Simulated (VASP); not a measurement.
# CaSe (Fm-3m) in VASP: settings compared

Aim: see how the results for CaSe move with the level of theory and the settings. Levels: r2SCAN, PBE, PBEsol, LDA. Tasks: single point, relaxation of cell and atoms.

Everything below comes from runs of VASP 6.6.1. Logs are shortened: lines on timing, memory, paths and dates and some standing lists are left out, and cuts for length are marked.

**1. The cell of the first run**

It takes space group Fm-3m (No. 225, cubic). Conventional cell: a = 5.935 Å, b = 5.935 Å, c = 5.935 Å, α = 90.00°, β = 90.00°, γ = 90.00°. Ca (site symmetry m-3m) has 6 Se at 2.97 Å within 3.9 Å. Within 3.9 Å of Se (site symmetry m-3m) lie 6 Ca at 2.97 Å.

**2. Single point, r2SCAN**

Contents of POSCAR:

```
CaSe
1.0
    0.0000000000      2.9675264115      2.9675264115
    2.9675264115      0.0000000000      2.9675264115
    2.9675264115      2.9675264115      0.0000000000
Ca Se
1 1
Direct
    0.0000000000      0.0000000000      0.0000000000
    0.5000000000      0.5000000000      0.5000000000
```

Contents of INCAR.step1:

```
SYSTEM = CaSe
PREC = Accurate ; ENCUT = 520
ISMEAR = 0 ; SIGMA = 0.01
LREAL = .FALSE. ; LASPH = .TRUE.
NELM = 80 ; NBANDS = 15
GGA = PE ; ALGO = Normal
EDIFF = 1E-4 ; LWAVE = .TRUE.
LCHARG = .FALSE.
```

Contents of INCAR.step2:

```
SYSTEM = CaSe
PREC = Accurate ; ENCUT = 520
EDIFF = 1E-7 ; ISMEAR = 0
SIGMA = 0.01 ; LREAL = .FALSE.
LASPH = .TRUE. ; NELM = 80
ALGO = Normal ; ISIF = 2
LWAVE = .FALSE. ; LCHARG = .FALSE.
METAGGA = R2SCAN ; LMIXTAU = .TRUE.
NBANDS = 15 ; ISTART = 1
```

Contents of KPOINTS:

```
regular mesh
0
G
  8 8 8
  0 0 0
```

Potentials or basis: VASP PAW PBE potentials, release 64 (Ca_sv, Se).

Launch:

```bash
$ cat potpaw_PBE.64/Ca_sv/POTCAR potpaw_PBE.64/Se/POTCAR > POTCAR
$ cp INCAR.step1 INCAR
$ mpirun -np 1 vasp_std > vasp.out
$ cp INCAR.step2 INCAR
$ mpirun -np 1 vasp_std > vasp.out
```

OUTCAR:

```text
SYSTEM = CaSe
   PREC = Accurate
   ENCUT = 520
   EDIFF = 1E-7
   ISMEAR = 0
   LREAL = .FALSE.
   LASPH = .TRUE.
   NELM = 80
   ISIF = 2
   METAGGA = R2SCAN
   ISTART = 1

 ion  position               nearest neighbor table
   1  0.000  0.000  0.000-   2 2.97   2 2.97   2 2.97   2 2.97   2 2.97   2 2.97
   2  0.500  0.500  0.500-   1 2.97   1 2.97   1 2.97   1 2.97   1 2.97   1 2.97

  LATTYP: Found a face centered cubic cell.
 ALAT       =     5.9350528230

  Lattice vectors:

 A1 = (   0.0000000000,   2.9675264115,   2.9675264115)
 A2 = (   2.9675264115,   0.0000000000,   2.9675264115)
 A3 = (   2.9675264115,   2.9675264115,   0.0000000000)

Analysis of symmetry for initial positions (statically):
=====================================================================
 Subroutine PRICEL returns:
 Original cell was already a primitive cell.

 Routine SETGRP: Setting up the symmetry group for a
 face centered cubic supercell.

 Subroutine GETGRP returns: Found 48 space group operations
 (whereof 48 operations were pure point group operations)
 out of a pool of 48 trial point group operations.

The static configuration has the point symmetry O_h .

Analysis of symmetry for dynamics (positions and initial velocities):
=====================================================================
 Subroutine PRICEL returns:
 Original cell was already a primitive cell.

 Routine SETGRP: Setting up the symmetry group for a
 face centered cubic supercell.

 Subroutine GETGRP returns: Found 48 space group operations
 (whereof 48 operations were pure point group operations)
 out of a pool of 48 trial point group operations.

The dynamic configuration has the point symmetry O_h .

 Subroutine INISYM returns: Found 48 space group operations
 (whereof 48 operations are pure point group operations),
 and found     1 'primitive' translations

----------------------------------------------------------------------------------------

                                     Primitive cell

  volume of cell :      52.2653

  direct lattice vectors                    reciprocal lattice vectors
     0.000000000  2.967526412  2.967526412    -0.168490497  0.168490497  0.168490497
     2.967526412  0.000000000  2.967526412     0.168490497 -0.168490497  0.168490497
     2.967526412  2.967526412  0.000000000     0.168490497  0.168490497 -0.168490497

  length of vectors
     4.196716098  4.196716098  4.196716098     0.291834101  0.291834101  0.291834101

  position of ions in fractional coordinates (direct lattice)
[... 90 lines left out ...]
   NELECT =      16.0000    total number of electrons
   NUPDOWN=      -1.0000    fix difference up-down
   EMIN   =  10.00;   EMAX   =-10.00  energy-range for DOS
   EFERMI =   0.00;   METHOD = LEGACY
   ISMEAR =     0;   SIGMA  =   0.01  broadening in eV -4-tet -1-fermi 0-gaus
   EFERMI_NEDOS =   21; number of points for ismear=-14 and -15
   IALGO  =     38    algorithm
   IMIX   =      4    mixing-type and parameters
     AMIX     =   0.40;   BMIX     =  1.00
     AMIX_MAG =   1.60;   BMIX_MAG =  1.00
  volume/ion in A,a.u.               =      26.13       176.35
  Fermi-wavevector in a.u.,A,eV,Ry     =   1.103342  2.085014 16.563243  1.217364
  Thomas-Fermi vector in A             =   2.239799
   LORBIT       =      0    0 simple, 1 ext, 2 COOP (PROOUT), +10 PAW based schemes
   METAGGA = R2SCAN    functional components
   LHFCALC =     F    Hartree Fock is set to
   AEXX    =    0.0000 exact exchange contribution
   IVDW    =     0    specifies the selected vdW correction
   LEPSILON=     F    determine dielectric tensor
   LRPA    =     F    only Hartree local field effects (RPA)
 non-spin polarized calculation
 Gauss-broadening in eV      SIGMA  =   0.01
  energy-cutoff  :      520.00
  volume of cell :       52.27
 maximum number of plane-waves:      1424
   NGX = 15   NGY = 15   NGZ = 15

 number of electron      15.9999997 magnetization

 Free energy of the ion-electron system (eV)
  ---------------------------------------------------
  ext. energy  EPLUGINS =         0.00000000
  ---------------------------------------------------
  free energy    TOTEN  =       -25.97910938 eV

  energy without entropy =      -25.97910938  energy(sigma->0) =      -25.97910938

 E-fermi :   2.1678     XC(G=0):  -9.5354

 val. band max:        2.1145399834   @ k =   0.0000   0.0000   0.0000
 cond. band min:       4.6316063011   @ k =   0.5000   0.5000   0.0000
 fundamental gap:      2.5170663177
 Fermi energy:         2.1678174012

 k-point     1 :       0.0000    0.0000    0.0000
  band No.  band energies     occupation
      1     -39.2135      2.00000
      2     -19.3230      2.00000
      3     -19.3230      2.00000
      4     -19.3229      2.00000
      5     -10.0442      2.00000
      6       2.1145      2.00000
      7       2.1145      2.00000
      8       2.1145      2.00000
      9       6.1939      0.00000
     10       6.3448      0.00000
     11       6.3448      0.00000
     12       6.3448      0.00000
     13       6.9338      0.00000
     14       6.9338      0.00000
[... 401 lines left out ...]
      2     -19.4127      2.00000
      3     -19.3539      2.00000
      4     -19.3387      2.00000
      5      -9.3519      2.00000
      6      -0.6763      2.00000
      7       0.5114      2.00000
      8       0.8985      2.00000
      9       7.1454      0.00000
     10       7.4392      0.00000
     11       8.4266      0.00000
     12       8.7292      0.00000
     13       9.0544      0.00000
     14       9.9550      0.00000
     15      11.4083      0.00000

 [... further k-points ...]

------------------------ aborting loop because EDIFF is reached ----------------------------------------

  FORCE on cell =-STRESS in cart. coord.  units (eV):
  Direction    XX          YY          ZZ          XY          YZ          ZX
  --------------------------------------------------------------------------------------
  -------------------------------------------------------------------------------------
  Total        0.0745629      0.0745629      0.0745629      0.0000000      0.0000000     -0.0000000
  in kB        2.2857028      2.2857028      2.2857028      0.0000000      0.0000000     -0.0000000
  external PRESSURE =       2.2857028 kB  Pullay stress =       0.0000000 kB

 VOLUME and BASIS-vectors are now :
 -----------------------------------------------------------------------------
  energy-cutoff  :      520.00
  volume of cell :       52.27
      direct lattice vectors                 reciprocal lattice vectors
     0.000000000  2.967526412  2.967526412    -0.168490497  0.168490497  0.168490497
     2.967526412  0.000000000  2.967526412     0.168490497 -0.168490497  0.168490497
     2.967526412  2.967526412  0.000000000     0.168490497  0.168490497 -0.168490497

 POSITION                                       TOTAL-FORCE (eV/Angst)
 -----------------------------------------------------------------------------------
      0.00000      0.00000      0.00000         0.000000     -0.000000     -0.000000
      2.96753      2.96753      2.96753        -0.000000      0.000000      0.000000
 -----------------------------------------------------------------------------------
    total drift:                                0.000000     -0.000000     -0.000000

  FREE ENERGIE OF THE ION-ELECTRON SYSTEM (eV)
  ---------------------------------------------------
  free  energy   TOTEN  =       -25.9791093812 eV

  energy  without entropy=      -25.9791093812  energy(sigma->0) =      -25.97910938
```

OSZICAR.step1:

```text
N       E                     dE             d eps       ncg     rms          rms(c)
DAV:   1     0.106530784736E+03    0.10653E+03   -0.74129E+03   870   0.973E+02
DAV:   2    -0.500302921721E+01   -0.11153E+03   -0.10597E+03  1052   0.243E+02
DAV:   3    -0.940122120955E+01   -0.43982E+01   -0.43536E+01  1152   0.459E+01
DAV:   4    -0.962537753994E+01   -0.22416E+00   -0.22390E+00  1209   0.836E+00
DAV:   5    -0.962663446514E+01   -0.12569E-02   -0.12568E-02  1208   0.715E-01    0.425E+00
DAV:   6    -0.948712838975E+01    0.13951E+00   -0.18651E-01  1017   0.228E+00    0.253E+00
DAV:   7    -0.947984082758E+01    0.72876E-02   -0.98090E-02  1120   0.198E+00    0.815E-01
DAV:   8    -0.948379424064E+01   -0.39534E-02   -0.11900E-02   898   0.829E-01    0.118E-01
DAV:   9    -0.948389016569E+01   -0.95925E-04   -0.64709E-04  1132   0.255E-01
   1 F= -.94838902E+01 E0= -.94838902E+01  d E =-.192545-112
```

Run time: 3.8 min. Hardware: 1 thread of AMD EPYC 7R13, shared host; peak memory 0.17 GiB.

What came out:

```
Free energy            : -25.9791 eV
Pressure               : 0.2 GPa
Band gap on the k mesh : 2.52 eV (least direct gap 3.46 eV)
```

Caveat: the PAW data sets were made with another functional, which shifts forces and pressure a little. A k mesh can miss the band edges.

[end of part 1 of 2]
